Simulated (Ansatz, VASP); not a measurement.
## Two plane-wave programs on SnO

```
Sn O
1.0
     3.80200    0.03327    0.00000
     0.03327    3.80200    0.00000
     0.00000    0.00000    4.83600
Sn O
2 2
Direct
  0.00000 0.50000 0.23850
  0.50000 0.00000 0.76150
  0.00000 0.00000 0.00000
  0.50000 0.50000 0.00000
```

Change from the starting cell: strain +0.0175 x Voigt [0, 0, 0, 0, 0, 1], atoms carried along.

Alike in both runs: task single point; functional PBEsol; k mesh 12 × 12 × 10; occupations gaussian, width 0.15 eV; no spin polarisation.

|  | VASP | Ansatz |
| --- | --- | --- |
| version | VASP 6.6.1 | Ansatz 0.2.0 |
| potentials or method | VASP PAW PBE potentials, release 64 (Sn_d, O), cutoff 520 eV | scalar-relativistic, plane waves, PAW |
| valence electrons in the cell | 40 | 40 |

|  | VASP | Ansatz | Ansatz less VASP |
| --- | --- | --- | --- |
| gap on the k mesh at the Fermi level (eV) | none | none | - |
| pressure (GPa) | 0.2 | 0.0 | -0.24 |
| traceless stress, the component that is largest in VASP (GPa) | -1.46 | -1.46 | -0.007 |
| rms of the force components (eV/Å) | 0.060 | 0.025 | -0.0349 |

VASP's potentials were made for PBE, not for PBEsol. Atom by atom the forces differ by 0.035 eV/Å (rms over components). A gap of «none» marks a metal or a gap that the smearing closes.
